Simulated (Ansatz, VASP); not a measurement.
## Two plane-wave programs on BN

```
B N
1.0
     2.17564   -1.25618   -0.02809
     2.17564    1.25618   -0.02809
    -1.35088    0.00000    3.87951
B N
1 1
Direct
  0.99958 0.99958 0.99874
  0.33286 0.33286 0.99856
```

Alike in both runs: functional PBE; k mesh 8 × 8 × 6; occupations gaussian, width 0.1 eV; no spin polarisation.

Ansatz relaxed the structure, and its values are those at the end. VASP's run is a single point on that final structure, the one shown.

|  | VASP | Ansatz |
| --- | --- | --- |
| version | VASP 6.6.1 | Ansatz 0.2.0 |
| potentials or method | VASP PAW PBE potentials, release 64 (B, N), cutoff 520 eV | scalar-relativistic, plane waves, PAW |
| valence electrons in the cell | 8 | 8 |

|  | VASP | Ansatz | Ansatz less VASP |
| --- | --- | --- | --- |
| gap on the k mesh at the Fermi level (eV) | 4.58 | 4.59 | +0.007 |
| least direct gap on the mesh (eV) | 4.90 | 4.91 | +0.003 |
| pressure (GPa) | 0.1 | 0.1 | -0.05 |
